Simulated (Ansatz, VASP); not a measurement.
# Ti4N3O in VASP and in Ansatz

```
CELL_PARAMETERS angstrom
4.25450 0.00000 0.00000
0.00000 4.25450 0.00000
0.00000 0.00000 4.25450
ATOMIC_POSITIONS crystal
Ti 0.00000 0.00000 0.00000
Ti 0.50000 0.00000 0.50000
Ti 0.00000 0.50000 0.50000
Ti 0.50000 0.50000 0.00000
N 0.00000 0.50000 0.00000
N 0.50000 0.00000 0.00000
N 0.00000 0.00000 0.50000
O 0.50000 0.50000 0.50000
```

Alike in both runs: task single point; functional PBE; k mesh 4 × 4 × 4; occupations gaussian, width 0.1 eV; collinear spin.

|  | VASP | Ansatz |
| --- | --- | --- |
| version | VASP 6.6.1 | Ansatz 0.2.0 |
| potentials or method | VASP PAW PBE potentials, release 64 (Ti_sv, N, O), cutoff 520 eV | scalar-relativistic, plane waves, PAW |
| valence electrons in the cell | 69 | 69 |

|  | VASP | Ansatz | Ansatz less VASP |
| --- | --- | --- | --- |
| gap on the k mesh at the Fermi level (eV) | none | none | - |
| pressure (GPa) | 0.0 | -0.4 | -0.47 |
| net moment per atom (μB) | 0.00 | 0.00 | 0.000 |

A gap of «none» marks a metal or a gap that the smearing closes. The functional is the same, so the differences come from potentials, cutoffs and numerics. Ansatz's warnings: seeded moment not kept.

The k mesh is coarse, so the values compare programs but aren't converged.
